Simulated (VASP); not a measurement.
# HfN (Cmcm) in VASP: a series of runs

The runs below take HfN through single point, with LDA.

Everything below comes from runs of VASP 6.6.1. Logs are shortened: lines on timing, memory, paths and dates and some standing lists are left out, and cuts for length are marked.

## (1) The cell of the first run

Symmetry: Cmcm, No. 63, orthorhombic system. Conventional cell: a = 4.468 Å, b = 4.468 Å, c = 4.468 Å, α = 90.00°, β = 90.00°, γ = 90.00°. Hf (site symmetry m2m) has 6 N at 2.21 to 2.26 Å within 2.9 Å. N (site symmetry m2m) has 6 Hf at 2.21 to 2.26 Å within 2.9 Å.

## (2) Single point, LDA (mode 4 frozen in at -0.063 Å and mode 11 at +0.000 Å (largest displacements))

INCAR

```
  PREC = Accurate
  ENCUT = 520
  EDIFF = 1E-6
  ISMEAR = 0
  SIGMA = 0.15
  LREAL = False
  LASPH = True
  NELM = 60
  ALGO = Normal
  ISIF = 2
  LWAVE = False
  LCHARG = False
  GGA = CA
  NBANDS = 23
```

KPOINTS

```
regular mesh
0
Gamma
  14 14 10
```

POSCAR

```
HfN
1.0
    0.0000000000     -2.2339756809     -2.2339756809
    0.0000000000      2.2339756809     -2.2339756809
    4.4679513618      0.0000000000      0.0000000000
Hf N
2 2
Direct
    0.5141004221      0.4858995779      0.5000000000
   -0.0141004221      0.0141004221      0.0000000000
    0.4921884210      0.5078115790      0.0000000000
    0.0078115790     -0.0078115790      0.5000000000
```

Potentials or basis: VASP PAW LDA potentials, release 64 (Hf_pv, N).

Run with:

```
$ cat potpaw_LDA.64/Hf_pv/POTCAR potpaw_LDA.64/N/POTCAR > POTCAR
$ mpirun -np 1 vasp_std > vasp.out
```

OUTCAR:

```text
PREC = Accurate
   ENCUT = 520
   EDIFF = 1E-6
   ISMEAR = 0
   LREAL = False
   LASPH = True
   NELM = 60
   ISIF = 2
   GGA = CA

 ion  position               nearest neighbor table
   1  0.514  0.486  0.500-   4 2.21   4 2.23   4 2.23   3 2.24   3 2.24   4 2.26   2 3.07   2 3.07
                             2 3.16   2 3.16   2 3.16   2 3.16   2 3.25   2 3.25
   2  0.986  0.014  0.000-   3 2.21   3 2.23   3 2.23   4 2.24   4 2.24   3 2.26   1 3.07   1 3.07
                             1 3.16   1 3.16   1 3.16   1 3.16   1 3.25   1 3.25
   3  0.492  0.508  0.000-   2 2.21   2 2.23   2 2.23   1 2.24   1 2.24   2 2.26
   4  0.008  0.992  0.500-   1 2.21   1 2.23   1 2.23   2 2.24   2 2.24   1 2.26

  LATTYP: Found a simple tetragonal cell.
 ALAT       =     3.1593187059
 C/A-ratio  =     1.4142135624

  Lattice vectors:

 A1 = (   0.0000000000,  -2.2339756809,  -2.2339756809)
 A2 = (   0.0000000000,   2.2339756809,  -2.2339756809)
 A3 = (   4.4679513618,   0.0000000000,   0.0000000000)

Analysis of symmetry for initial positions (statically):
=====================================================================
 Subroutine PRICEL returns:
 Original cell was already a primitive cell.

 Routine SETGRP: Setting up the symmetry group for a
 simple tetragonal supercell.

 Subroutine GETGRP returns: Found  8 space group operations
 (whereof  4 operations were pure point group operations)
 out of a pool of 16 trial point group operations.

The static configuration has the point symmetry C_2v.
 The point group associated with its full space group is D_2h.

Analysis of symmetry for dynamics (positions and initial velocities):
=====================================================================
 Subroutine PRICEL returns:
 Original cell was already a primitive cell.

 Routine SETGRP: Setting up the symmetry group for a
 simple tetragonal supercell.

 Subroutine GETGRP returns: Found  8 space group operations
 (whereof  4 operations were pure point group operations)
 out of a pool of 16 trial point group operations.

The dynamic configuration has the point symmetry C_2v.
 The point group associated with its full space group is D_2h.

 Subroutine INISYM returns: Found  8 space group operations
 (whereof  4 operations are pure point group operations),
 and found     1 'primitive' translations

----------------------------------------------------------------------------------------

                                     Primitive cell

[... 88 lines left out ...]
   ISPIN  =      1    spin polarized calculation?
   LNONCOLLINEAR =      F non collinear calculations
   LSORBIT =      F    spin-orbit coupling
   LASPH  =      T    aspherical Exc in radial PAW
   ENCUT  =  520.0 eV  38.22 Ry    6.18 a.u.   5.87  5.87  8.31*2*pi/ulx,y,z
   NELM   =     60;   NELMIN=  2; NELMDL= -5     # of ELM steps
   EDIFF  = 0.1E-05   stopping-criterion for ELM
   LREAL  =      F    real-space projection
   EDIFFG = 0.1E-04   stopping-criterion for IOM
   NSW    =      0    number of steps for IOM
   IBRION =     -1    ionic relax: 0-MD 1-quasi-New 2-CG
   NFREE  =      0    steps in history (QN), initial steepest desc. (CG)
   ISIF   =      2    stress and relaxation
   ISYM   =      2    0-nonsym 1-usesym 2-fastsym
   POTIM  = 0.5000    time-step for ionic-motion
   TEBEG  =    0.0;   TEEND  =   0.0 temperature during run
   PSTRESS=    0.0 pullay stress
   NELECT =      30.0000    total number of electrons
   NUPDOWN=      -1.0000    fix difference up-down
   EMIN   =  10.00;   EMAX   =-10.00  energy-range for DOS
   EFERMI =   0.00;   METHOD = LEGACY
   ISMEAR =     0;   SIGMA  =   0.15  broadening in eV -4-tet -1-fermi 0-gaus
   EFERMI_NEDOS =   21; number of points for ismear=-14 and -15
   IALGO  =     38    algorithm
   IMIX   =      4    mixing-type and parameters
     AMIX     =   0.40;   BMIX     =  1.00
     AMIX_MAG =   1.60;   BMIX_MAG =  1.00
  volume/ion in A,a.u.               =      11.15        75.24
  Fermi-wavevector in a.u.,A,eV,Ry     =   1.434444  2.710705 27.995735  2.057628
  Thomas-Fermi vector in A             =   2.553851
   LORBIT       =      0    0 simple, 1 ext, 2 COOP (PROOUT), +10 PAW based schemes
   GGA     = CA    functional components
   LHFCALC =     F    Hartree Fock is set to
   AEXX    =    0.0000 exact exchange contribution
   IVDW    =     0    specifies the selected vdW correction
   LEPSILON=     F    determine dielectric tensor
   LRPA    =     F    only Hartree local field effects (RPA)
 non-spin polarized calculation
 Gauss-broadening in eV      SIGMA  =   0.15
  energy-cutoff  :      520.00
  volume of cell :       44.60
 maximum number of plane-waves:      1240
   NGX = 11   NGY = 11   NGZ = 17

 number of electron      30.0000003 magnetization

 Free energy of the ion-electron system (eV)
  ---------------------------------------------------
  ext. energy  EPLUGINS =         0.00000000
  ---------------------------------------------------
  free energy    TOTEN  =       -47.68221639 eV

  energy without entropy =      -47.66772005  energy(sigma->0) =      -47.67496822

 E-fermi :   8.4859     XC(G=0): -13.1523

 val. band max:        8.4854454598   @ k =   0.4286   0.2143   0.2000
 cond. band min:       8.4881280167   @ k =   0.1429   0.0714   0.2000
 fundamental gap:      0.0026825569
 Fermi energy:         8.4858769422

 k-point     1 :       0.0000    0.0000    0.0000
  band No.  band energies     occupation
      1     -23.2305      2.00000
      2     -22.6636      2.00000
      3     -22.6580      2.00000
      4     -22.3103      2.00000
      5     -22.3034      2.00000
      6     -22.2982      2.00000
[... 613 lines left out ...]
     22      14.2331      0.00000
     23      14.2436      0.00000

 [... further k-points ...]
[... 5 lines left out ...]
  --------------------------------------------------------------------------------------
  -------------------------------------------------------------------------------------
  Total       -0.3237360     -0.0702864     -0.3163545      0.0000000      0.0000000      0.0000000
  in kB      -11.6307095     -2.5251471    -11.3655205      0.0000000      0.0000000      0.0000000
  external PRESSURE =      -8.5071257 kB  Pullay stress =       0.0000000 kB

 VOLUME and BASIS-vectors are now :
 -----------------------------------------------------------------------------
  energy-cutoff  :      520.00
  volume of cell :       44.60
      direct lattice vectors                 reciprocal lattice vectors
     0.000000000 -2.233975681 -2.233975681     0.000000000 -0.223816223 -0.223816223
     0.000000000  2.233975681 -2.233975681     0.000000000  0.223816223 -0.223816223
     4.467951362  0.000000000  0.000000000     0.223816223  0.000000000  0.000000000

 POSITION                                       TOTAL-FORCE (eV/Angst)
 -----------------------------------------------------------------------------------
      2.23398     -0.06300     -2.23398         0.000000      0.944341      0.000000
      0.00000     -2.17098     -2.23398         0.000000     -0.944341      0.000000
      0.00000      0.03490     -2.23398         0.000000     -0.046815      0.000000
      2.23398      2.19907     -2.23398         0.000000      0.046815      0.000000
 -----------------------------------------------------------------------------------
    total drift:                                0.000000      0.000000     -0.000000

  FREE ENERGIE OF THE ION-ELECTRON SYSTEM (eV)
  ---------------------------------------------------
  free  energy   TOTEN  =       -47.6822163932 eV

  energy  without entropy=      -47.6677200459  energy(sigma->0) =      -47.67496822
```

OSZICAR:

```text
N       E                     dE             d eps       ncg     rms          rms(c)
DAV:   1     0.113924687074E+03    0.11392E+03   -0.16397E+04 15740   0.130E+03
DAV:   2    -0.475197725132E+02   -0.16144E+03   -0.15322E+03 20195   0.311E+02
DAV:   3    -0.536026336905E+02   -0.60829E+01   -0.60315E+01 20595   0.479E+01
DAV:   4    -0.536497040184E+02   -0.47070E-01   -0.47036E-01 18220   0.456E+00
DAV:   5    -0.536502977337E+02   -0.59372E-03   -0.59354E-03 20954   0.420E-01    0.760E+01
DAV:   6    -0.479396082405E+02    0.57107E+01   -0.28273E+01 17713   0.269E+01    0.622E+01
DAV:   7    -0.477371129570E+02    0.20250E+00   -0.17485E+00 18701   0.786E+00    0.310E+01
DAV:   8    -0.476901330631E+02    0.46980E-01   -0.15234E-01 19464   0.261E+00    0.524E+00
DAV:   9    -0.476830653547E+02    0.70677E-02   -0.37323E-02 19071   0.112E+00    0.315E+00
DAV:  10    -0.476825026146E+02    0.56274E-03   -0.77535E-03 18969   0.555E-01    0.128E+00
DAV:  11    -0.476822143297E+02    0.28828E-03   -0.11592E-03 18988   0.211E-01    0.605E-02
DAV:  12    -0.476822163675E+02   -0.20378E-05   -0.57883E-05 19527   0.508E-02    0.618E-02
DAV:  13    -0.476822163932E+02   -0.25659E-07   -0.49938E-07 13149   0.504E-03
   1 F= -.47682216E+02 E0= -.47674968E+02  d E =-.144963E-01
```

stdout:

```text
POSCAR found type information on POSCAR HfN
 POSCAR found :  2 types and       4 ions
 scaLAPACK will be used
 LDA part: xc-table for (Slater(with rela. corr.)+CA(PZ))
 , standard interpolation
 POSCAR, INCAR and KPOINTS ok, starting setup
 FFT: planning ... GRIDC
 FFT: planning ... GRID_SOFT
 FFT: planning ... GRID
 WAVECAR not read
 entering main loop
```

Wall time 3.2 min (1 thread of Intel Xeon Platinum 8259CL at 2.50GHz (Skylake/Cascade Lake), shared host); peak memory 0.38 GiB.

What came out:

```
Free energy            : -47.6822 eV
Pressure               : -0.9 GPa
Largest force          : 0.944 eV/Å
Band gap on the k mesh : zero (band 15 reaches 11.91 eV, above the bottom of band 16 at 5.05 eV)
```

Forces in eV/Å, atoms in the order of the input:
```
Hf   0.000  0.944  0.000
Hf   0.000 -0.944  0.000
N    0.000 -0.047  0.000
N    0.000  0.047  0.000
```

Caveat: the cell differs from its parent crystal (mode 4 frozen in at -0.063 Å and mode 11 at +0.000 Å (largest displacements)); spin-orbit coupling is left out, which moves the levels of the heavy elements.

## (3) Single point, LDA (mode 4 frozen in at -0.063 Å and mode 11 at +0.043 Å (largest displacements))

INCAR

```
SYSTEM = HfN
PREC = Accurate
ENCUT = 520
EDIFF = 1E-6
ISMEAR = 0
SIGMA = 0.15
LREAL = .FALSE.
LASPH = .TRUE.
NELM = 60
ALGO = Normal
ISIF = 2
LWAVE = .FALSE.
LCHARG = .FALSE.
GGA = CA
NBANDS = 23
```

KPOINTS

```
regular mesh
0
G
  14 14 10
  0 0 0
```

POSCAR

```
HfN
1.0
    0.0000000000     -2.2339756809     -2.2339756809
    0.0000000000      2.2339756809     -2.2339756809
    4.4679513618      0.0000000000      0.0000000000
Hf N
2 2
Direct
    0.5136790969      0.4863209031      0.5000000000
   -0.0136790969      0.0136790969      0.0000000000
    0.4824971786      0.5175028214      0.0000000000
    0.0175028214     -0.0175028214      0.5000000000
```

Potentials or basis: VASP PAW LDA potentials, release 64 (Hf_pv, N).

Run with:

```
$ cat potpaw_LDA.64/Hf_pv/POTCAR potpaw_LDA.64/N/POTCAR > POTCAR
$ mpirun -np 1 vasp_std > vasp.out
```

Run time: 3.3 min. Hardware: 1 thread of Intel Xeon Platinum 8259CL at 2.50GHz (Skylake/Cascade Lake), shared host; peak memory 0.38 GiB.

It converged, with:

| Property | Result |
| --- | --- |
| Free energy | -47.6547 eV |
| Pressure | -1.0 GPa |
| Largest force | 0.658 eV/Å |
| Band gap on the k mesh | zero (band 15 reaches 11.89 eV, above the bottom of band 16 at 5.37 eV) |

Forces in eV/Å, atoms in the order of the input:
```
Hf   0.000  0.609  0.000
Hf   0.000 -0.609  0.000
N    0.000 -0.658  0.000
N    0.000  0.658  0.000
```

Stress tensor (GPa, compression positive):
```
-0.84  0.00  0.00
 0.00 -0.62  0.00
 0.00  0.00 -1.49
```

Levels at points of the mesh, in eV from the Fermi level:
```tsv
k point	band 13	band 14	band 15	band 16	band 17	band 18
(0.00, 0.00, 0.00)	-2.96	-2.95	-2.88	-0.42	-0.35	-0.35
(0.50, 0.00, 0.00)	-5.70	-4.89	1.15	1.89	2.32	3.09
(0.50, 0.50, 0.00)	-3.60	-3.59	-3.58	-3.11	4.28	4.33
(0.00, 0.00, 0.50)	-3.77	-3.77	-2.57	-2.57	2.75	2.75
(0.50, 0.00, 0.50)	-6.26	-6.26	3.42	3.42	3.65	3.65
(0.50, 0.50, 0.50)	-5.35	-5.35	1.08	1.08	1.18	1.18
```

Caveat: the cell differs from its parent crystal (mode 4 frozen in at -0.063 Å and mode 11 at +0.043 Å (largest displacements)); spin-orbit coupling is left out, which moves the levels of the heavy elements.
